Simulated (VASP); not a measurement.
# Hf (Cmcm) in VASP: further runs, part 2 of 2

VASP 6.6.1.

**3. Single point, PBE (strain +0.0375 x Voigt [1, -1, 0, 0, 0, 0])**

The input, INCAR:

```
  ALGO = Fast
  EDIFF = 1E-7
  ENCUT = 520
  GGA = PE
  ISIF = 2
  ISMEAR = 0
  LASPH = T
  LCHARG = F
  LREAL = F
  LWAVE = F
  NBANDS = 17
  NELM = 100
  PREC = Accurate
  SIGMA = 0.15
```

The input, KPOINTS:

```
k-points
0
Gamma
  18 18 10
```

The input, POSCAR:

```
Hf
1.0
    3.3165747189      0.0000000000      0.0000000000
   -1.6582873594      2.6646063003      0.0000000000
    0.0000000000      0.0000000000      5.0578000000
Hf
2
Direct
    0.3333333333      0.6666666667      0.2500000000
    0.6666666667      0.3333333333      0.7500000000
```

Potentials or basis: VASP PAW PBE potentials, release 64 (Hf_pv).

Command:

```bash
cat potpaw_PBE.64/Hf_pv/POTCAR > POTCAR
mpirun -np 1 vasp_std > vasp.out
```

OUTCAR:

```text
EDIFF = 1E-7
   ENCUT = 520
   GGA = PE
   ISIF = 2
   ISMEAR = 0
   LASPH = T
   LREAL = F
   NELM = 100
   PREC = Accurate

 ion  position               nearest neighbor table
   1  0.333  0.667  0.250-   2 3.09   2 3.09   2 3.15   2 3.15   2 3.15   2 3.15
   2  0.667  0.333  0.750-   1 3.09   1 3.09   1 3.15   1 3.15   1 3.15   1 3.15

  Warning from LATTYP: Monoclinic adjustment (A1->A3, A2->A1, A3->A2)!
  LATTYP: Found a base centered orthorhombic cell.
 ALAT       =     3.3165747189
 B/A-ratio  =     1.6068423154
 C/A-ratio  =     1.5250071018

  Lattice vectors:

 A1 = (   1.6582873594,  -2.6646063003,   0.0000000000)
 A2 = (   1.6582873595,   2.6646063003,   0.0000000000)
 A3 = (   0.0000000000,   0.0000000000,   5.0578000000)

Analysis of symmetry for initial positions (statically):
=====================================================================
 Subroutine PRICEL returns:
 Original cell was already a primitive cell.

 Routine SETGRP: Setting up the symmetry group for a
 base centered orthorhombic supercell.

 Subroutine GETGRP returns: Found  8 space group operations
[... 167 lines left out ...]
  energy without entropy =      -19.79008602  energy(sigma->0) =      -19.79936209

 E-fermi :   4.8994     XC(G=0): -11.2858

 val. band max:        4.8974159618   @ k =   0.3333   0.2222   0.3000
 cond. band min:       4.8995047653   @ k =   0.2778   0.3333   0.2000
 fundamental gap:      0.0020888035
 Fermi energy:         4.8993638046

 k-point     1 :       0.0000    0.0000    0.0000
  band No.  band energies     occupation
      1     -26.1463      2.00000
      2     -25.4285      2.00000
      3     -25.3629      2.00000
      4     -25.3039      2.00000
      5     -25.2762      2.00000
      6     -25.2328      2.00000
[... 457 lines left out ...]
      4     -25.4644      2.00000
      5     -25.3498      2.00000
      6     -25.2967      2.00000
[... 9 lines left out ...]
     16       8.9084      0.00000
     17      11.0645      0.00000

 [... further k-points ...]

------------------------ aborting loop because EDIFF is reached ----------------------------------------

  FORCE on cell =-STRESS in cart. coord.  units (eV):
  Direction    XX          YY          ZZ          XY          YZ          ZX
  --------------------------------------------------------------------------------------
  -------------------------------------------------------------------------------------
  Total       -1.0058180      1.5153743      0.0088693      0.0000000     -0.0000000      0.0000000
  in kB      -36.0533407     54.3182809      0.3179186      0.0000000     -0.0000000      0.0000000
  external PRESSURE =       6.1942862 kB  Pullay stress =       0.0000000 kB

 VOLUME and BASIS-vectors are now :
 -----------------------------------------------------------------------------
  energy-cutoff  :      520.00
  volume of cell :       44.70
      direct lattice vectors                 reciprocal lattice vectors
     3.316574719  0.000000000  0.000000000     0.301515897  0.187644982  0.000000000
    -1.658287359  2.664606300  0.000000000     0.000000000  0.375289963  0.000000000
     0.000000000  0.000000000  5.057800000     0.000000000  0.000000000  0.197714421

 POSITION                                       TOTAL-FORCE (eV/Angst)
 -----------------------------------------------------------------------------------
     -0.00000      1.77640      1.26445        -0.000000     -0.221329      0.000000
      1.65829      0.88820      3.79335         0.000000      0.221329      0.000000
 -----------------------------------------------------------------------------------
    total drift:                               -0.000000      0.000000     -0.000000

  FREE ENERGIE OF THE ION-ELECTRON SYSTEM (eV)
  ---------------------------------------------------
  free  energy   TOTEN  =       -19.8086381654 eV

  energy  without entropy=      -19.7900860217  energy(sigma->0) =      -19.79936209
```

OSZICAR:

```text
N       E                     dE             d eps       ncg     rms          rms(c)
DAV:   1     0.506112653809E+02    0.50611E+02   -0.11381E+04 18604   0.112E+03
DAV:   2    -0.186294218856E+02   -0.69241E+02   -0.67516E+02 24025   0.249E+02
DAV:   3    -0.205000431229E+02   -0.18706E+01   -0.18514E+01 23924   0.272E+01
DAV:   4    -0.205155798567E+02   -0.15537E-01   -0.15525E-01 23407   0.297E+00
DAV:   5    -0.205157391678E+02   -0.15931E-03   -0.15928E-03 24336   0.266E-01    0.648E+01
RMM:   6    -0.199935848395E+02    0.52215E+00   -0.43246E-01 18652   0.399E+00    0.388E+01
RMM:   7    -0.198162274592E+02    0.17736E+00   -0.10164E+00 21142   0.609E+00    0.192E+00
RMM:   8    -0.198073489671E+02    0.88785E-02   -0.89059E-02 20468   0.211E+00    0.222E-01
RMM:   9    -0.198085329439E+02   -0.11840E-02   -0.13324E-02 26442   0.744E-01    0.419E-01
RMM:  10    -0.198087528142E+02   -0.21987E-03   -0.18921E-03 26921   0.276E-01    0.681E-01
RMM:  11    -0.198088170281E+02   -0.64214E-04   -0.28191E-04 26623   0.120E-01    0.722E-01
RMM:  12    -0.198086643944E+02    0.15263E-03   -0.15744E-04 21133   0.784E-02    0.294E-01
RMM:  13    -0.198086502345E+02    0.14160E-04   -0.30516E-05 22077   0.358E-02    0.214E-01
RMM:  14    -0.198086453146E+02    0.49199E-05   -0.63269E-06 24174   0.174E-02    0.161E-01
RMM:  15    -0.198086377235E+02    0.75911E-05   -0.23749E-05 21545   0.305E-02    0.255E-02
RMM:  16    -0.198086381600E+02   -0.43651E-06   -0.56267E-06 22452   0.168E-02    0.261E-03
RMM:  17    -0.198086381654E+02   -0.53490E-08   -0.39952E-07 22088   0.442E-03
   1 F= -.19808638E+02 E0= -.19799362E+02  d E =-.185521E-01
```

stdout:

```text
POSCAR found type information on POSCAR Hf
 POSCAR found :  1 types and       2 ions
 scaLAPACK will be used
 LDA part: xc-table for (Slater+PW92), standard interpolation
 POSCAR, INCAR and KPOINTS ok, starting setup
 FFT: planning ... GRIDC
 FFT: planning ... GRID_SOFT
 FFT: planning ... GRID
 WAVECAR not read
 entering main loop
```

It took 5.9 min on 1 thread of Intel Xeon Platinum 8488C (Sapphire Rapids), shared host; peak memory 0.44 GiB.

What came out:

| Property | Result |
| --- | --- |
| Free energy | -19.8086 eV |
| Pressure | 0.6 GPa |
| Largest force | 0.221 eV/Å |
| Band gap on the k mesh | zero (bands 10 and 11 overlap by 1.24 eV) |

Forces on the atoms (eV/Å):
```
Hf   0.000 -0.221  0.000
Hf   0.000  0.221  0.000
```

Caveat: the cell differs from its parent crystal (strain +0.0375 x Voigt [1, -1, 0, 0, 0, 0]); spin-orbit coupling is left out, which moves the levels of the heavy elements.

**4. Single point, PBE (strain -0.0375 x Voigt [1, -1, 0, 0, 0, 0])**

The input, INCAR:

```
ALGO = Fast
EDIFF = 1E-6
ENCUT = 520
GGA = PE
ISIF = 2
ISMEAR = 0
LASPH = T
LCHARG = T
LELF = T
LREAL = F
LVHAR = T
LWAVE = F
NBANDS = 17
NELM = 60
PREC = Accurate
SIGMA = 0.15
```

KPOINTS is that of step 3.

The input, POSCAR:

```
Hf
1.0
    3.0768223295      0.0000000000      0.0000000000
   -1.5384111648      2.8722379601      0.0000000000
    0.0000000000      0.0000000000      5.0578000000
Hf
2
Direct
    0.3333333333      0.6666666667      0.2500000000
    0.6666666667      0.3333333333      0.7500000000
```

Potentials or basis: VASP PAW PBE potentials, release 64 (Hf_pv).

Command:

```bash
cat potpaw_PBE.64/Hf_pv/POTCAR > POTCAR
mpirun -np 1 vasp_std > vasp.out
```

OUTCAR:

```text
EDIFF = 1E-6
   ENCUT = 520
   GGA = PE
   ISIF = 2
   ISMEAR = 0
   LASPH = T
   LREAL = F
   NELM = 60
   PREC = Accurate

 ion  position               nearest neighbor table
   1  0.333  0.667  0.250-   2 3.11   2 3.11   2 3.11   2 3.11   2 3.17   2 3.17
   2  0.667  0.333  0.750-   1 3.11   1 3.11   1 3.11   1 3.11   1 3.17   1 3.17

  LATTYP: Found a base centered orthorhombic cell.
 ALAT       =     3.0768223295
 B/A-ratio  =     1.8670158056
 C/A-ratio  =     1.6438388241

  Lattice vectors:

 A1 = (   1.5384111648,  -2.8722379601,   0.0000000000)
 A2 = (   1.5384111647,   2.8722379601,   0.0000000000)
 A3 = (   0.0000000000,   0.0000000000,   5.0578000000)

Analysis of symmetry for initial positions (statically):
=====================================================================
 Subroutine PRICEL returns:
 Original cell was already a primitive cell.

 Routine SETGRP: Setting up the symmetry group for a
 base centered orthorhombic supercell.

 Subroutine GETGRP returns: Found  8 space group operations
 (whereof  4 operations were pure point group operations)
 out of a pool of  8 trial point group operations.

[... 159 lines left out ...]
  ext. energy  EPLUGINS =         0.00000000
  ---------------------------------------------------
  free energy    TOTEN  =       -19.80426269 eV

  energy without entropy =      -19.78570556  energy(sigma->0) =      -19.79498412

 E-fermi :   4.9020     XC(G=0): -11.2854

 val. band max:        4.8967759502   @ k =  -0.2222   0.0556   0.4000
 cond. band min:       4.9036732769   @ k =  -0.2222   0.1111   0.1000
 fundamental gap:      0.0068973268
 Fermi energy:         4.9019867011

 k-point     1 :       0.0000    0.0000    0.0000
  band No.  band energies     occupation
      1     -26.1469      2.00000
      2     -25.4419      2.00000
      3     -25.3488      2.00000
      4     -25.3152      2.00000
      5     -25.2772      2.00000
      6     -25.2206      2.00000
[... 457 lines left out ...]
      4     -25.4976      2.00000
      5     -25.3539      2.00000
      6     -25.3497      2.00000
[... 9 lines left out ...]
     16       8.5462      0.00000
     17      10.9117      0.00000

 [... further k-points ...]
[... 5 lines left out ...]
  --------------------------------------------------------------------------------------
  -------------------------------------------------------------------------------------
  Total        1.6966782     -1.1746878      0.0205163      0.0000000      0.0000000      0.0000000
  in kB       60.8170812    -42.1064430      0.7354027      0.0000000      0.0000000      0.0000000
  external PRESSURE =       6.4820136 kB  Pullay stress =       0.0000000 kB

 VOLUME and BASIS-vectors are now :
 -----------------------------------------------------------------------------
  energy-cutoff  :      520.00
  volume of cell :       44.70
      direct lattice vectors                 reciprocal lattice vectors
     3.076822330  0.000000000  0.000000000     0.325010642  0.174080284  0.000000000
    -1.538411165  2.872237960  0.000000000     0.000000000  0.348160568  0.000000000
     0.000000000  0.000000000  5.057800000     0.000000000  0.000000000  0.197714421

 POSITION                                       TOTAL-FORCE (eV/Angst)
 -----------------------------------------------------------------------------------
     -0.00000      1.91483      1.26445        -0.000000      0.176439      0.000000
      1.53841      0.95741      3.79335         0.000000     -0.176439      0.000000
 -----------------------------------------------------------------------------------
    total drift:                               -0.000000      0.000000     -0.000000

  FREE ENERGIE OF THE ION-ELECTRON SYSTEM (eV)
  ---------------------------------------------------
  free  energy   TOTEN  =       -19.8042626873 eV

  energy  without entropy=      -19.7857055609  energy(sigma->0) =      -19.79498412
```

OSZICAR:

```text
N       E                     dE             d eps       ncg     rms          rms(c)
DAV:   1     0.505082776240E+02    0.50508E+02   -0.11430E+04 18604   0.112E+03
DAV:   2    -0.186334627456E+02   -0.69142E+02   -0.67374E+02 24313   0.249E+02
DAV:   3    -0.204950417795E+02   -0.18616E+01   -0.18443E+01 23772   0.272E+01
DAV:   4    -0.205104224965E+02   -0.15381E-01   -0.15367E-01 23927   0.296E+00
DAV:   5    -0.205105788075E+02   -0.15631E-03   -0.15628E-03 24165   0.262E-01    0.648E+01
RMM:   6    -0.199890518703E+02    0.52153E+00   -0.43177E-01 18637   0.399E+00    0.387E+01
RMM:   7    -0.198117981650E+02    0.17725E+00   -0.10136E+00 21105   0.609E+00    0.193E+00
RMM:   8    -0.198029721688E+02    0.88260E-02   -0.88720E-02 20537   0.211E+00    0.209E-01
RMM:   9    -0.198041619578E+02   -0.11898E-02   -0.13388E-02 26432   0.745E-01    0.424E-01
RMM:  10    -0.198043597568E+02   -0.19780E-03   -0.18139E-03 27015   0.273E-01    0.600E-01
RMM:  11    -0.198044977508E+02   -0.13799E-03   -0.38474E-04 24783   0.138E-01    0.760E-01
RMM:  12    -0.198043360411E+02    0.16171E-03   -0.11953E-04 21075   0.731E-02    0.492E-01
RMM:  13    -0.198043100687E+02    0.25972E-04   -0.25128E-05 22322   0.321E-02    0.382E-01
RMM:  14    -0.198042987300E+02    0.11339E-04   -0.58257E-06 22860   0.157E-02    0.331E-01
RMM:  15    -0.198042703218E+02    0.28408E-04   -0.35771E-05 25996   0.357E-02    0.150E-01
RMM:  16    -0.198042625302E+02    0.77917E-05   -0.22858E-05 22050   0.298E-02    0.308E-02
RMM:  17    -0.198042626873E+02   -0.15709E-06   -0.52183E-06 21858   0.158E-02
   1 F= -.19804263E+02 E0= -.19794984E+02  d E =-.185571E-01
```

Run time: 6.1 min. Hardware: 1 thread of Intel Xeon Platinum 8375C at 2.90GHz (Ice Lake), shared host; peak memory 0.44 GiB.

What came out:

```yaml
Free_energy: -19.8043 eV
Pressure: 0.6 GPa
Largest_force: 0.176 eV/Å
Band_gap_on_the_k_mesh: zero (bands 10 and 11 overlap by 1.22 eV)
```

Forces in eV/Å, atoms in the order of the input:
```
Hf   0.000  0.176  0.000
Hf   0.000 -0.176  0.000
```

Levels at points of the mesh, in eV from the Fermi level:
| k point | band 8 | band 9 | band 10 | band 11 | band 12 | band 13 |
| --- | --- | --- | --- | --- | --- | --- |
| (0.00, 0.00, 0.00) | -3.69 | 0.54 | 0.67 | 1.36 | 1.52 | 1.92 |
| (0.50, 0.00, 0.00) | -2.71 | -2.22 | -0.62 | 0.43 | 1.09 | 1.91 |
| (0.00, 0.50, 0.00) | -2.77 | -2.19 | -1.04 | 0.77 | 1.31 | 1.39 |
| (0.00, 0.00, 0.50) | -5.38 | 0.15 | 0.15 | 0.51 | 0.51 | 1.72 |
| (0.50, 0.00, 0.50) | -3.33 | -0.94 | -0.94 | 1.38 | 1.38 | 2.45 |
| (0.00, 0.50, 0.50) | -3.50 | -1.04 | -1.04 | 0.90 | 0.90 | 3.17 |

Caveat: the cell differs from its parent crystal (strain -0.0375 x Voigt [1, -1, 0, 0, 0, 0]); spin-orbit coupling is left out, which moves the levels of the heavy elements.

**5. The runs side by side**

| cell | further INCAR settings | gap on the mesh (eV) | pressure (GPa) | largest force (eV/Å) |
| --- | --- | --- | --- | --- |
| a = 3.436, b = 3.084, c = 5.058 Å, angles 90.0, 90.0, 123.9°, 2 atoms | ALGO = Fast; EDIFF = 1e-06; NBANDS = 17 | none | 1.3 | 0.45 |
| a = 3.317, b = 3.138, c = 5.058 Å, angles 90.0, 90.0, 121.9°, 2 atoms | ALGO = Fast; EDIFF = 1e-07; NBANDS = 17 | none | 0.6 | 0.22 |
| a = 3.077, b = 3.258, c = 5.058 Å, angles 90.0, 90.0, 118.2°, 2 atoms | ALGO = Fast; EDIFF = 1e-06; NBANDS = 17 | none | 0.6 | 0.18 |

Alike in all rows: task single point; level PBE; potentials or basis VASP PAW PBE potentials, release 64 (Hf_pv); no spin polarisation; k mesh 18 × 18 × 10; cutoff (eV) 520; smearing gaussian 0.15 eV.

Caveats: spin-orbit coupling is left out, which moves the levels of the heavy elements.

Total energies depend on the potentials used, so only differences within one code and one set of settings carry meaning.
